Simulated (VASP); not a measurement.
# Li2Sc (I4/mmm) in VASP: further runs

The runs below take Li2Sc through single point, relaxation of cell and atoms, with PBE.

Everything below comes from runs of VASP 6.6.1. Logs are shortened: lines on timing, memory, paths and dates and some standing lists are left out, and cuts for length are marked.

### Step 1. The cell of the first run

It takes space group I4/mmm (No. 139, tetragonal). The conventional cell has a = 3.462 Å, b = 3.462 Å, c = 10.161 Å, α = 90.00°, β = 90.00°, γ = 90.00°. Within 3.8 Å of Li (site symmetry 4mm) lie 9 Li at 2.79 to 3.74 Å and 5 Sc at 3.08 to 3.21 Å. Sc (site symmetry 4/mmm) has 10 Li at 3.08 to 3.21 Å and 4 Sc at 3.46 Å within 4.1 Å.

### Step 2. Single point, PBE

Contents of INCAR:

```
SYSTEM = Li2Sc
  PREC = Accurate
  ENCUT = 520
  EDIFF = 1E-7
  ISMEAR = 0
  SIGMA = 0.1
  LREAL = .False.
  LASPH = .True.
  NELM = 100
  ALGO = Normal
  ISIF = 2
  LWAVE = .False.
  LCHARG = .False.
  GGA = PE
  NBANDS = 16
```

Contents of KPOINTS:

```
regular mesh
0
Gamma
  8 8 8
  0 0 0
```

Contents of POSCAR:

```
Li2Sc
1.0
   -1.7309262048      1.7309262048      5.0804557833
    1.7309262048     -1.7309262048      5.0804557833
    1.7309262048      1.7309262048     -5.0804557833
Li Sc
2 1
Direct
    0.6840179932      0.6840179932      0.0000000000
    0.3159820068      0.3159820068      0.0000000000
    0.0000000000      0.0000000000      0.0000000000
```

Potentials or basis: VASP PAW PBE potentials, release 64 (Li_sv, Sc_sv).

Command:

```console
$ cat potpaw_PBE.64/Li_sv/POTCAR potpaw_PBE.64/Sc_sv/POTCAR > POTCAR
$ mpirun -np 1 vasp_std > vasp.out
```

OUTCAR:

```text
SYSTEM = Li2Sc
   PREC = Accurate
   ENCUT = 520
   EDIFF = 1E-7
   ISMEAR = 0
   LREAL = .False.
   LASPH = .True.
   NELM = 100
   ISIF = 2
   GGA = PE

 ion  position               nearest neighbor table
   1  0.684  0.684  0.000-
   2  0.316  0.316  0.000-
   3  0.000  0.000  0.000-

  LATTYP: Found a body centered tetragonal cell.
 ALAT       =     3.4618524096
 C/A-ratio  =     2.9351082497

  Lattice vectors:

 A1 = (  -1.7309262048,   1.7309262048,   5.0804557833)
 A2 = (   1.7309262048,  -1.7309262048,   5.0804557833)
 A3 = (   1.7309262048,   1.7309262048,  -5.0804557833)

Analysis of symmetry for initial positions (statically):
=====================================================================
 Subroutine PRICEL returns:
 Original cell was already a primitive cell.

 Routine SETGRP: Setting up the symmetry group for a
 body centered tetragonal supercell.

 Subroutine GETGRP returns: Found 16 space group operations
 (whereof 16 operations were pure point group operations)
 out of a pool of 16 trial point group operations.

The static configuration has the point symmetry D_4h.

Analysis of symmetry for dynamics (positions and initial velocities):
=====================================================================
 Subroutine PRICEL returns:
 Original cell was already a primitive cell.

 Routine SETGRP: Setting up the symmetry group for a
 body centered tetragonal supercell.

 Subroutine GETGRP returns: Found 16 space group operations
 (whereof 16 operations were pure point group operations)
 out of a pool of 16 trial point group operations.

The dynamic configuration has the point symmetry D_4h.

 Subroutine INISYM returns: Found 16 space group operations
 (whereof 16 operations are pure point group operations),
 and found     1 'primitive' translations

----------------------------------------------------------------------------------------

                                     Primitive cell

  volume of cell :      60.8863

  direct lattice vectors                    reciprocal lattice vectors
    -1.730926205  1.730926205  5.080455783     0.000000000  0.288862690  0.098416367
     1.730926205 -1.730926205  5.080455783     0.288862690  0.000000000  0.098416367
     1.730926205  1.730926205 -5.080455783     0.288862690  0.288862690  0.000000000

  length of vectors
     5.639436321  5.639436321  5.639436321     0.305167880  0.305167880  0.408513534

  position of ions in fractional coordinates (direct lattice)
     0.684017993  0.684017993  0.000000000
     0.315982007  0.315982007  0.000000000
     0.000000000  0.000000000  0.000000000

  ion indices of the primitive-cell ions
   primitive index   ion index
                 1           1
                 2           2
                 3           3

----------------------------------------------------------------------------------------

 KPOINTS: regular mesh

Automatic generation of k-mesh.
 Grid dimensions read from file:
 generate k-points for:    8    8    8

 Generating k-lattice:

  Cartesian coordinates                     Fractional coordinates (reciprocal lattice)
     0.000000000  0.036107836  0.012302046     0.125000000 -0.000000000  0.000000000
     0.036107836  0.000000000  0.012302046    -0.000000000  0.125000000  0.000000000
     0.036107836  0.036107836  0.000000000     0.000000000  0.000000000  0.125000000

  Length of vectors
     0.038145985  0.038145985  0.051064192

  Shift w.r.t. Gamma in fractional coordinates (k-lattice)
     0.000000000  0.000000000  0.000000000

 Subroutine IBZKPT returns following result:
 ===========================================

 Found     59 irreducible k-points:

 Following reciprocal coordinates:
            Coordinates               Weight
  0.000000  0.000000  0.000000      1.000000
  0.125000  0.000000  0.000000      8.000000
  0.250000  0.000000  0.000000      8.000000
  0.375000 -0.000000  0.000000      8.000000
  0.500000  0.000000  0.000000      4.000000
  0.125000  0.125000  0.000000      8.000000
[... 16 lines left out ...]
  0.250000  0.125000  0.125000     16.000000
  0.375000  0.125000  0.125000      8.000000
 [... further k-points ...]
   k-points           NKPTS =     59   k-points in BZ     NKDIM =     59   number of bands    NBANDS=     16
   number of dos      NEDOS =    301   number of ions     NIONS =      3
   total plane-waves  NPLWV =  74088
   dimension x,y,z NGX =    42 NGY =   42 NGZ =   42
   dimension x,y,z NGXF=    84 NGYF=   84 NGZF=   84
   ions per type =               2   1
   NGX,Y,Z   is equivalent  to a cutoff of  12.38, 12.38, 12.38 a.u.
   NGXF,Y,Z  is equivalent  to a cutoff of  24.76, 24.76, 24.76 a.u.
 SYSTEM =  Li2Sc
   PREC   = accura    normal or accurate (medium, high low for compatibility)
   ISTART =      0    job   : 0-new  1-cont  2-samecut
   ICHARG =      2    charge: 1-file 2-atom 10-const
   ISPIN  =      1    spin polarized calculation?
   LNONCOLLINEAR =      F non collinear calculations
   LSORBIT =      F    spin-orbit coupling
   LASPH  =      T    aspherical Exc in radial PAW
   ENCUT  =  520.0 eV  38.22 Ry    6.18 a.u.  10.49 10.49 10.49*2*pi/ulx,y,z
   NELM   =    100;   NELMIN=  2; NELMDL= -5     # of ELM steps
   EDIFF  = 0.1E-06   stopping-criterion for ELM
   LREAL  =      F    real-space projection
   EDIFFG = 0.1E-05   stopping-criterion for IOM
   NSW    =      0    number of steps for IOM
   IBRION =     -1    ionic relax: 0-MD 1-quasi-New 2-CG
   NFREE  =      0    steps in history (QN), initial steepest desc. (CG)
   ISIF   =      2    stress and relaxation
   ISYM   =      2    0-nonsym 1-usesym 2-fastsym
   POTIM  = 0.5000    time-step for ionic-motion
   TEBEG  =    0.0;   TEEND  =   0.0 temperature during run
   PSTRESS=    0.0 pullay stress
   NELECT =      17.0000    total number of electrons
   NUPDOWN=      -1.0000    fix difference up-down
   EMIN   =  10.00;   EMAX   =-10.00  energy-range for DOS
   EFERMI =   0.00;   METHOD = LEGACY
   ISMEAR =     0;   SIGMA  =   0.10  broadening in eV -4-tet -1-fermi 0-gaus
   EFERMI_NEDOS =   21; number of points for ismear=-14 and -15
   IALGO  =     38    algorithm
   IMIX   =      4    mixing-type and parameters
     AMIX     =   0.40;   BMIX     =  1.00
     AMIX_MAG =   1.60;   BMIX_MAG =  1.00
  volume/ion in A,a.u.               =      20.30       136.96
  Fermi-wavevector in a.u.,A,eV,Ry     =   1.070002  2.022010 15.577365  1.144904
  Thomas-Fermi vector in A             =   2.205699
   LORBIT       =      0    0 simple, 1 ext, 2 COOP (PROOUT), +10 PAW based schemes
   GGA     = PE    functional components
   LHFCALC =     F    Hartree Fock is set to
   AEXX    =    0.0000 exact exchange contribution
   IVDW    =     0    specifies the selected vdW correction
   LEPSILON=     F    determine dielectric tensor
   LRPA    =     F    only Hartree local field effects (RPA)
 non-spin polarized calculation
 Gauss-broadening in eV      SIGMA  =   0.10
  energy-cutoff  :      520.00
  volume of cell :       60.89
 maximum number of plane-waves:      1667
 NGX is ok and might be reduce to    42
   NGX = 21   NGY = 21   NGZ = 21

 number of electron      16.9999992 magnetization

 Free energy of the ion-electron system (eV)
  ---------------------------------------------------
  ext. energy  EPLUGINS =         0.00000000
  ---------------------------------------------------
  free energy    TOTEN  =        -9.56312531 eV

  energy without entropy =       -9.55416526  energy(sigma->0) =       -9.55864528

 E-fermi :   2.0223     XC(G=0):  -8.4152

 val. band max:        1.9695098020   @ k =   0.3750   0.1250   0.1250
 cond. band min:       2.0540001707   @ k =  -0.2500   0.2500   0.1250
 fundamental gap:      0.0844903687
 Fermi energy:         2.0222844580

 k-point     1 :       0.0000    0.0000    0.0000
  band No.  band energies     occupation
      1     -48.1826      2.00000
      2     -43.6588      2.00000
      3     -43.6245      2.00000
      4     -26.8187      2.00000
      5     -26.7155      2.00000
      6     -26.7155      2.00000
[... 8 lines left out ...]
     15       9.3722      0.00000
     16       9.3722      0.00000

 k-point     2 :       0.1250    0.0000    0.0000
  band No.  band energies     occupation
      1     -48.1812      2.00000
      2     -43.6572      2.00000
      3     -43.6256      2.00000
      4     -26.8171      2.00000
      5     -26.7321      2.00000
      6     -26.7141      2.00000
[... 8 lines left out ...]
     15       8.1184      0.00000
     16       9.3521      0.00000

 k-point     3 :       0.2500    0.0000    0.0000
  band No.  band energies     occupation
      1     -48.1780      2.00000
      2     -43.6530      2.00000
      3     -43.6288      2.00000
      4     -26.8132      2.00000
      5     -26.7719      2.00000
      6     -26.7108      2.00000
[... 8 lines left out ...]
     15       7.4755      0.00000
     16       8.1738      0.00000

 k-point     4 :       0.3750   -0.0000    0.0000
  band No.  band energies     occupation
      1     -48.1748      2.00000
      2     -43.6470      2.00000
      3     -43.6338      2.00000
      4     -26.8114      2.00000
      5     -26.8092      2.00000
      6     -26.7074      2.00000
[... 8 lines left out ...]
     15       7.5455      0.00000
     16       8.4102      0.00000

 k-point     5 :       0.5000    0.0000    0.0000
  band No.  band energies     occupation
      1     -48.1735      2.00000
      2     -43.6403      2.00000
      3     -43.6400      2.00000
      4     -26.8277      2.00000
      5     -26.8076      2.00000
      6     -26.7060      2.00000
[... 8 lines left out ...]
     15       7.3936      0.00000
     16       9.6287      0.00000

 k-point     6 :       0.1250    0.1250    0.0000
  band No.  band energies     occupation
      1     -48.1799      2.00000
      2     -43.6558      2.00000
      3     -43.6267      2.00000
      4     -26.8155      2.00000
      5     -26.7311      2.00000
      6     -26.7301      2.00000
[... 8 lines left out ...]
     15       7.4962      0.00000
     16       8.8092      0.00000

 k-point     7 :       0.2500    0.1250    0.0000
  band No.  band energies     occupation
      1     -48.1767      2.00000
      2     -43.6519      2.00000
      3     -43.6296      2.00000
      4     -26.8116      2.00000
      5     -26.7703      2.00000
      6     -26.7271      2.00000
[... 8 lines left out ...]
     15       7.4613      0.00000
     16       8.5191      0.00000

 k-point     8 :       0.3750    0.1250    0.0000
  band No.  band energies     occupation
      1     -48.1735      2.00000
      2     -43.6462      2.00000
      3     -43.6342      2.00000
      4     -26.8096      2.00000
      5     -26.8076      2.00000
      6     -26.7236      2.00000
[... 8 lines left out ...]
     15       7.7619      0.00000
     16       8.6389      0.00000

 k-point     9 :       0.5000    0.1250    0.0000
  band No.  band energies     occupation
      1     -48.1722      2.00000
      2     -43.6401      2.00000
      3     -43.6398      2.00000
      4     -26.8259      2.00000
      5     -26.8060      2.00000
      6     -26.7221      2.00000
[... 8 lines left out ...]
     15       7.3621      0.00000
     16       9.2081      0.00000
[... 172 lines left out ...]
 k-point    19 :       0.5000    0.3750    0.0000
  band No.  band energies     occupation
      1     -48.1659      2.00000
      2     -43.6390      2.00000
      3     -43.6387      2.00000
      4     -26.8169      2.00000
      5     -26.7992      2.00000
      6     -26.7980      2.00000
[... 8 lines left out ...]
     15       6.9646      0.00000
     16       7.3577      0.00000

 k-point    20 :      -0.3750    0.3750    0.0000
  band No.  band energies     occupation
      1     -48.1672      2.00000
      2     -43.6417      2.00000
      3     -43.6365      2.00000
      4     -26.8015      2.00000
      5     -26.8004      2.00000
      6     -26.7997      2.00000
[... 8 lines left out ...]
     15       6.1666      0.00000
     16       7.1602      0.00000

 k-point    21 :       0.5000    0.5000    0.0000
  band No.  band energies     occupation
      1     -48.1646      2.00000
      2     -43.6387      2.00000
      3     -43.6385      2.00000
      4     -26.8150      2.00000
      5     -26.8149      2.00000
      6     -26.7964      2.00000
[... 8 lines left out ...]
     15       6.0027      0.00000
     16       6.8148      0.00000

 k-point    22 :       0.1250    0.1250    0.1250
  band No.  band energies     occupation
      1     -48.1735      2.00000
      2     -43.6487      2.00000
      3     -43.6316      2.00000
      4     -26.8076      2.00000
      5     -26.7673      2.00000
      6     -26.7654      2.00000
[... 8 lines left out ...]
     15       6.8433      0.00000
     16       8.1601      0.00000

 k-point    23 :       0.2500    0.1250    0.1250
  band No.  band energies     occupation
      1     -48.1704      2.00000
      2     -43.6443      2.00000
      3     -43.6350      2.00000
      4     -26.8053      2.00000
      5     -26.8036      2.00000
      6     -26.7624      2.00000
[... 8 lines left out ...]
     15       7.4238      0.00000
     16       7.7514      0.00000

 k-point    24 :       0.3750    0.1250    0.1250
  band No.  band energies     occupation
      1     -48.1690      2.00000
      2     -43.6395      2.00000
      3     -43.6393      2.00000
      4     -26.8214      2.00000
      5     -26.8020      2.00000
      6     -26.7608      2.00000
[... 8 lines left out ...]
     15       7.1518      0.00000
     16       8.4997      0.00000

 [... further k-points ...]

------------------------ aborting loop because EDIFF is reached ----------------------------------------

  FORCE on cell =-STRESS in cart. coord.  units (eV):
  Direction    XX          YY          ZZ          XY          YZ          ZX
  --------------------------------------------------------------------------------------
  -------------------------------------------------------------------------------------
  Total       -0.0250383     -0.0250383      0.0958686      0.0000000     -0.0000000     -0.0000000
  in kB       -0.6588626     -0.6588626      2.5227084      0.0000000     -0.0000000     -0.0000000
  external PRESSURE =       0.4016611 kB  Pullay stress =       0.0000000 kB

 VOLUME and BASIS-vectors are now :
 -----------------------------------------------------------------------------
  energy-cutoff  :      520.00
  volume of cell :       60.89
      direct lattice vectors                 reciprocal lattice vectors
    -1.730926205  1.730926205  5.080455783     0.000000000  0.288862690  0.098416367
     1.730926205 -1.730926205  5.080455783     0.288862690  0.000000000  0.098416367
     1.730926205  1.730926205 -5.080455783     0.288862690  0.288862690  0.000000000

 POSITION                                       TOTAL-FORCE (eV/Angst)
 -----------------------------------------------------------------------------------
      0.00000      0.00000      6.95025         0.000000      0.000000      0.002493
      0.00000      0.00000      3.21067         0.000000      0.000000     -0.002493
      0.00000      0.00000      0.00000        -0.000000     -0.000000     -0.000000
 -----------------------------------------------------------------------------------
    total drift:                                0.000000      0.000000     -0.000000

  FREE ENERGIE OF THE ION-ELECTRON SYSTEM (eV)
  ---------------------------------------------------
  free  energy   TOTEN  =        -9.5631253126 eV

  energy  without entropy=       -9.5541652557  energy(sigma->0) =       -9.55864528
```

Run time: 1.8 min. Hardware: 1 thread of Intel Xeon Platinum 8259CL at 2.50GHz (Skylake/Cascade Lake), shared host; peak memory 0.27 GiB.

Results:

```yaml
Free_energy: -9.5631 eV
Band_gap_on_the_k_mesh: zero (an odd number of electrons rules out a gap without spin polarisation)
```

Forces in eV/Å, atoms in the order of the input:
```
Li   0.000  0.000  0.002
Li   0.000  0.000 -0.002
Sc   0.000  0.000  0.000
```

Levels at points of the mesh, in eV from the Fermi level:
| k point | band 6 | band 7 | band 8 | band 9 | band 10 | band 11 |
| --- | --- | --- | --- | --- | --- | --- |
| (0.00, 0.00, 0.00) | -28.74 | -4.33 | -0.87 | 0.11 | 0.73 | 1.63 |
| (0.50, 0.00, 0.00) | -28.73 | -1.94 | -0.92 | -0.24 | 0.43 | 0.62 |
| (0.50, 0.50, 0.00) | -28.82 | -0.88 | -0.61 | 0.24 | 0.47 | 0.90 |
| (0.50, 0.50, 0.50) | -28.74 | -3.59 | -2.42 | 0.06 | 0.78 | 1.83 |

Caveat: the cutoff is under 1.25 times the usual one of these potentials, so pressure, stress and relaxed cells hold a basis-set (Pulay) error.

### Step 3. Relaxation of cell and atoms, PBE

This run uses another cell than the first one, of 14.24 Å³/atom.

Contents of INCAR:

```
ALGO = Normal ; EDIFF = 1E-6
EDIFFG = -0.05 ; ENCUT = 600
GGA = PE ; IBRION = 2
ISIF = 3 ; ISMEAR = 0
LASPH = True ; LCHARG = False
LREAL = False ; LWAVE = False
NELM = 100 ; NSW = 100
PREC = Accurate ; SIGMA = 0.1
```

Contents of KPOINTS:

```
k-points
0
Gamma
  8 8 8
```

Contents of POSCAR:

```
Li2Sc
1.0
   -1.6137784069      1.6137784069      4.1015260642
    1.6137784069     -1.6137784069      4.1015260642
    1.6137784069      1.6137784069     -4.1015260642
Li Sc
2 1
Direct
    0.6738445600      0.6738445600      0.0000000000
    0.3261554400      0.3261554400      0.0000000000
    0.0000000000      0.0000000000      0.0000000000
```

Potentials or basis: VASP PAW PBE potentials, release 64 (Li_sv, Sc_sv).

Command:

```console
$ cat potpaw_PBE.64/Li_sv/POTCAR potpaw_PBE.64/Sc_sv/POTCAR > POTCAR
$ mpirun -np 1 vasp_std > vasp.out
```

Run time: 8.4 min. Hardware: 1 thread of Intel Xeon Platinum 8259CL at 2.50GHz (Skylake/Cascade Lake), shared host; peak memory 0.26 GiB.

The run converged. Its results:

```
Free energy                           : -9.5223 eV
Relaxed volume                        : 19.81 Å³/atom
Relaxed cell                          : a = 5.525 Å, b = 5.525 Å, c = 5.525 Å, α = 143.46°, β = 143.46°, γ = 52.64°
Space group after relaxing (to 0.1 Å) : I4/mmm (No. 139)
Energy gained by relaxing             : 293.4 meV/atom
Ionic steps                           : 10
Pressure after relaxing               : 0.2 GPa
Largest force after relaxing          : 0.044 eV/Å
Band gap on the k mesh                : zero (an odd number of electrons rules out a gap without spin polarisation)
```

Forces in eV/Å, atoms in the order of the input:
```
Li   0.000  0.000  0.044
Li   0.000  0.000 -0.044
Sc   0.000  0.000  0.000
```

Step by step:
```tsv
step	energy change (eV)	largest force (eV/Å)	pressure (GPa)	volume (Å³)
1	0.0000	0.4241	18.33	42.73
2	-0.7379	0.1301	4.48	53.61
3	-0.8298	0.0397	0.55	59.22
4	-0.8327	0.0246	-0.14	60.45
5	-0.8325	0.0193	-0.35	60.85
6	-0.8524	0.0589	-0.40	60.89
7	-0.8726	0.1299	-0.43	60.88
8	-0.8762	0.1135	-0.04	60.10
9	-0.8776	0.0932	0.42	59.22
10	-0.8803	0.0441	0.24	59.44
```

Final structure:
```yaml
crystal:
  lattice:
    - [-1.73221, 1.73221, 4.95211]
    - [1.73221, -1.73221, 4.95211]
    - [1.73221, 1.73221, -4.95211]
  atoms:
    - { symbol: Li, position: [0.68229, 0.68229, 0.00000] }
    - { symbol: Li, position: [0.31771, 0.31771, 0.00000] }
    - { symbol: Sc, position: [0.00000, 0.00000, 0.00000] }
```

Levels at points of the mesh, in eV from the Fermi level:
```tsv
k point	band 4	band 5	band 6	band 7	band 8	band 9	band 10	band 11	band 12
(0.00, 0.00, 0.00)	-28.79	-28.68	-28.68	-4.34	-0.84	0.14	1.01	1.62	1.62
(0.50, 0.00, 0.00)	-28.79	-28.77	-28.67	-1.97	-0.91	-0.18	0.51	0.68	1.50
(0.50, 0.50, 0.00)	-28.78	-28.78	-28.76	-0.87	-0.65	0.19	0.52	0.90	2.33
(0.50, 0.50, 0.50)	-28.79	-28.68	-28.68	-3.56	-2.35	0.08	0.86	1.87	1.87
```

Caveat: the cutoff is under 1.25 times the usual one of these potentials, so pressure, stress and relaxed cells hold a basis-set (Pulay) error; the volume moved by over 15 % at a fixed basis, so the end points are rough; the relaxation stopped at a loose force limit of 0.05 eV/Å, so its end isn't a converged minimum.
